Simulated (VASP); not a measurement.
Input of a VASP 6.6.1 run:

Contents of POSCAR:

```
Mg2SO
1.0
    3.6748652521      0.0000000000      0.0000000000
    0.0000000000      3.6748652521      0.0000000000
    0.0000000000      0.0000000000      4.7506360654
O Mg S
1 2 1
Direct
    0.0000000000      0.0000000000      0.0000000000
    0.0000000000      0.5000000000      0.8149948325
    0.5000000000      0.0000000000      0.1850051675
    0.5000000000      0.5000000000      0.5000000000
```

The input INCAR.step1:

```
PREC = Accurate
ENCUT = 520
ISMEAR = 0
SIGMA = 0.01
LREAL = False
LASPH = True
NELM = 60
NBANDS = 16
GGA = PE
ALGO = Normal
EDIFF = 1E-4
LWAVE = True
LCHARG = False
```

File INCAR.step2:

```
PREC = Accurate
ENCUT = 520
EDIFF = 1E-7
ISMEAR = 0
SIGMA = 0.01
LREAL = False
LASPH = True
NELM = 60
ALGO = Normal
ISIF = 2
LWAVE = False
LCHARG = False
METAGGA = R2SCAN
LMIXTAU = True
NBANDS = 16
ISTART = 1
```

File KPOINTS:

```
regular mesh
0
Gamma
  8 8 6
```

Potentials or basis: VASP PAW PBE potentials, release 64 (O, Mg, S).

The run is started by

```sh
$ cat potpaw_PBE.64/O/POTCAR potpaw_PBE.64/Mg/POTCAR potpaw_PBE.64/S/POTCAR > POTCAR
$ cp INCAR.step1 INCAR
$ mpirun -np 1 vasp_std > vasp.out
$ cp INCAR.step2 INCAR
$ mpirun -np 1 vasp_std > vasp.out
```

Task: Estimate the band gap on the k mesh.

Result: 2.35 eV (least direct gap 2.47 eV).

Task: Predict the pressure.

Result: 1.7 GPa.

Stress tensor (GPa, compression positive):
```
1.70 0.00 0.00
0.00 1.70 0.00
0.00 0.00 1.62
```

Caveat: the cell differs from its parent crystal (uniaxial z strain -2.7%); the PAW data sets were made with another functional, which shifts forces and pressure a little. A k mesh can miss the band edges.
